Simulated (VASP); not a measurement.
A run of VASP 6.6.1 is set up as follows.

INCAR

```
ALGO = Fast
EDIFF = 1E-7
ENCUT = 520
GGA = PS
ISIF = 2
ISMEAR = 0
LASPH = T
LCHARG = F
LREAL = F
LWAVE = F
NBANDS = 14
NELM = 80
PREC = Accurate
SIGMA = 0.15
```

Contents of KPOINTS:

```
k-points
0
Gamma
  16 16 16
```

The input POSCAR:

```
AlNi
1.0
    2.0885383387     -2.0884828388      0.0000000000
    2.0885383387      2.0884828388      0.0000000000
    0.0000000000      0.0000000000      2.7159000000
Al Ni
1 1
Direct
    0.0000000000      0.0000000000      0.0000000000
    0.5000000000      0.5000000000      0.5000000000
```

Potentials or basis: VASP PAW PBE potentials, release 64 (Al, Ni).

Run with:

```sh
$ cat potpaw_PBE.64/Al/POTCAR potpaw_PBE.64/Ni/POTCAR > POTCAR
$ mpirun -np 1 vasp_std > vasp.out
```

Problem. Estimate the pressure.

Solution. -1.2 GPa.

Stress tensor (GPa, compression positive):
```
-4.00  0.00  0.00
 0.00 -3.99  0.00
 0.00  0.00  4.46
```

Caveat: the PAW data sets were made with another functional, which shifts forces and pressure a little. Spin polarisation is off, so any magnetic state and its effect on volume and gap are missing.
